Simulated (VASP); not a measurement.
A run of VASP 6.6.1:

The input INCAR:

```
SYSTEM = W
PREC = Accurate
ENCUT = 520
EDIFF = 1E-6
ISMEAR = 0
SIGMA = 0.15
LREAL = .FALSE.
LASPH = .TRUE.
NELM = 60
ALGO = Fast
ISIF = 2
LWAVE = .FALSE.
LCHARG = .FALSE.
GGA = PS
NBANDS = 51
```

KPOINTS

```
regular mesh
0
G
  16 16 4
  0 0 0
```

Contents of POSCAR:

```
W
1.0
   -2.0300000000     -2.0300000000      0.0000000000
    2.0300000000     -2.0300000000      0.0000000000
   -1.6918020000      0.0000000000     12.1800000000
W
6
Direct
   -0.3819680550      0.3819680550      0.9166500000
    0.4652819450      0.5347180550      0.0833166667
   -0.1041680550      0.1041680550      0.2499833333
    0.3263819450      0.6736180550      0.4166500000
   -0.2430680550      0.2430680550      0.5833166667
    0.1874819450      0.8125180550      0.7499833333
```

Potentials or basis: VASP PAW PBE potentials, release 64 (W_sv).

Run with:

```sh
$ cat potpaw_PBE.64/W_sv/POTCAR > POTCAR
$ mpirun -np 1 vasp_std > vasp.out
```

Hardware: 1 thread of Intel(R) Xeon(R) Platinum 8488C (Sapphire Rapids), with other jobs on the host.

Q: Estimate the wall time of this run.

A: Run time: 25 min on 1 thread of Intel(R) Xeon(R) Platinum 8488C (Sapphire Rapids) (shared host), peak memory 0.93 GiB. Counts: scf iterations 17, k points 282.
